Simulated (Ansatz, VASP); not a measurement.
## One calculation of Zn, two programs

File INCAR:

```
PREC = Accurate
ENCUT = 520
EDIFF = 1E-6
ISMEAR = -1
SIGMA = 0.1
LREAL = F
LASPH = T
NELM = 100
ALGO = Normal
ISIF = 2
LWAVE = F
LCHARG = F
NBANDS = 19
```

The input KPOINTS:

```
Automatic mesh
0
Gamma
  13 13 13
```

File POSCAR:

```
Zn
1.0
    0.0000000000      2.3148540020      2.3148540020
    2.3148540020      0.0000000000      2.3148540020
    2.3148540020      2.3148540020      0.0000000000
Zn
2
Direct
   -0.1250000000     -0.1250000000     -0.1250000000
    0.1250000000      0.1250000000      0.1250000000
```

Input for Ansatz:

```yaml
crystal:
  lattice:
    - [0.0, 2.314854002, 2.314854002]
    - [2.314854002, 0.0, 2.314854002]
    - [2.314854002, 2.314854002, 0.0]
  atoms:
    - { symbol: Zn, position: [-0.125, -0.125, -0.125] }
    - { symbol: Zn, position: [0.125, 0.125, 0.125] }
kpoints:
  mp_grid: { grid: [13, 13, 13] }
scf:
  occupations: { method: fermi_dirac, width: 0.1 }
hamiltonian:
  xc: lda
  pseudopotentials: { kind: all_electron, lapw: { basis_error: 0.001 } }
output:
  forces: true
  stress: true
  eigenvalues: true
  populations: true
```

Change from the starting cell: volume scaled by 0.58, LAPW.

Alike in both runs: task single point; functional LDA; k mesh 13 × 13 × 13; occupations fermi-dirac, width 0.1 eV; no spin polarisation.

|  | VASP | Ansatz |
| --- | --- | --- |
| version | VASP 6.6.1 | Ansatz 0.2.0 |
| potentials or method | VASP PAW LDA potentials, release 64 (Zn), cutoff 520 eV | all-electron LAPW, scalar-relativistic |

|  | VASP | Ansatz | Ansatz less VASP |
| --- | --- | --- | --- |
| pressure (GPa) | 90.3 | 88.3 | -2.06 |

LDA's correlation is that of Perdew and Zunger in VASP and of Perdew and Wang (1992) in Ansatz. Both programs put the cell under a high pressure, so it lies far from rest at this level. Ansatz ran all-electron here, and VASP with PAW potentials.

Noted on VASP's run: the cell as given lies far from equilibrium.
